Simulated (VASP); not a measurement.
Runs of VASP 6.6.1 on Zn2SnN3. The structure is that of space group R-3m (No. 166), or close to it. The cells are those of the table. 

```csv
potentials or basis,cell,cutoff (eV),second run,gap on the mesh (eV),pressure (GPa),largest force (eV/Å)
"VASP PAW PBE potentials, release 64 (Zn, Sn_d, N_h)","a = 5.360 Å, angles 80.6°, 6 atoms",910,hard_potentials,none,(a),0.27
"VASP PAW PBE potentials, release 64 (Zn, Sn_d, N)","a = 5.360 Å, angles 80.6°, 6 atoms",520,-,none,0.4,0.25
"VASP PAW PBE potentials, release 64 (Zn, Sn_d, N)","a = 5.489 Å, angles 82.4°, 6 atoms",520,-,none,(b),0.27
"VASP PAW PBE potentials, release 64 (Zn, Sn_d, N)","a = 5.066 Å, angles 61.2°, 6 atoms",520,-,none,12.5,13.64
```

Alike in all rows: task single point; level PBE; no spin polarisation; k mesh 6 × 6 × 6; smearing gaussian 0.1 eV.

**Question.** Fill in the values left out.

**Answer.** (a) 0.3; (b) 0.2.

Caveats: spin-orbit coupling is left out, which moves the levels of the heavy elements; the cutoff is under 1.25 times the usual one of these potentials, so pressure, stress and relaxed cells hold a basis-set (Pulay) error (some runs); forces of over 1 eV/Å act on the atoms, so gaps and moduli don't describe the material at rest (some runs).

A k mesh can miss the band edges, and the runs leave out spin-orbit coupling on Sn.

A gap of «none» marks levels without a gap at the run's occupations.
